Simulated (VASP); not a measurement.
Here is a VASP 6.6.1 calculation.

Contents of INCAR:

```
PREC     = Accurate       # precision mode
ENCUT    = 700            # plane-wave cutoff, eV
EDIFF    = 1E-6           # SCF threshold, eV
ISMEAR   = 0              # smearing method
SIGMA    = 0.05           # smearing width, eV
LREAL    = False          # projectors in reciprocal space
LASPH    = True           # aspherical terms in the spheres
NELM     = 120            # most SCF steps
ALGO     = Normal         # electronic algorithm
ISIF     = 2              # what is computed and relaxed
LWAVE    = False          # write WAVECAR
LCHARG   = False          # write CHGCAR
GGA      = PS             # functional
NBANDS   = 22             # bands
GGA_COMPAT= False
```

The input KPOINTS:

```
Automatic mesh
0
Gamma
  12 12 6
```

The input POSCAR:

```
NiO2
1.0
    2.7304424938      0.0000000000      0.0000000000
   -1.3652212469      2.3646325632      0.0000000000
    0.0000000000      0.0000000000      5.1695467736
Ni O
1 2
Direct
    0.0000000000      0.0000000000      0.5000000000
    0.6666666667      0.3333333333      0.6876599244
    0.3333333333      0.6666666667      0.3123400756
```

Potentials or basis: VASP PAW PBE potentials, release 64 (Ni_sv_GW, O).

The run is started by

```sh
$ cat potpaw_PBE.64/Ni_sv_GW/POTCAR potpaw_PBE.64/O/POTCAR > POTCAR
$ mpirun -np 1 vasp_std > vasp.out
```

(1) Estimate the pressure.

(2) What does it give for the band gap on the k mesh?

(3) Predict the largest force.

Results:

(1) 3.1 GPa.

(2) 1.18 eV (least direct gap 1.37 eV).

(3) 0.180 eV/Å.

Caveat: the stress differs along the axes, from -3 to 6 GPa; the PAW data sets were made with another functional, which shifts forces and pressure a little; the run has no spin polarisation, though such a crystal can be magnetic.
